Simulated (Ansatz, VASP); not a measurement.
**Two plane-wave programs on Al**

```
Al
1.0
    -1.95607    1.61123    1.61123
     1.61123   -1.95607    1.61123
     1.61123    1.61123   -1.95607
Al
1
Direct
  0.00000 0.00000 0.00000
```

Alike in both runs: task single point; functional PBE; k mesh 24 × 24 × 24; occupations gaussian, width 0.15 eV; no spin polarisation.

|  | VASP | Ansatz |
| --- | --- | --- |
| version | VASP 6.6.1 | Ansatz 0.2.0 |
| potentials or method | VASP PAW PBE potentials, release 64 (Al), cutoff 520 eV | scalar-relativistic, plane waves, PAW |
| valence electrons in the cell | 3 | 3 |

|  | VASP | Ansatz | Ansatz less VASP |
| --- | --- | --- | --- |
| gap on the k mesh at the Fermi level (eV) | none | none | - |
| pressure (GPa) | 24.9 | 24.9 | -0.03 |
| traceless stress, the component that is largest in VASP (GPa) | 27.91 | 27.89 | -0.024 |

A gap of «none» marks a metal or a gap that the smearing closes.
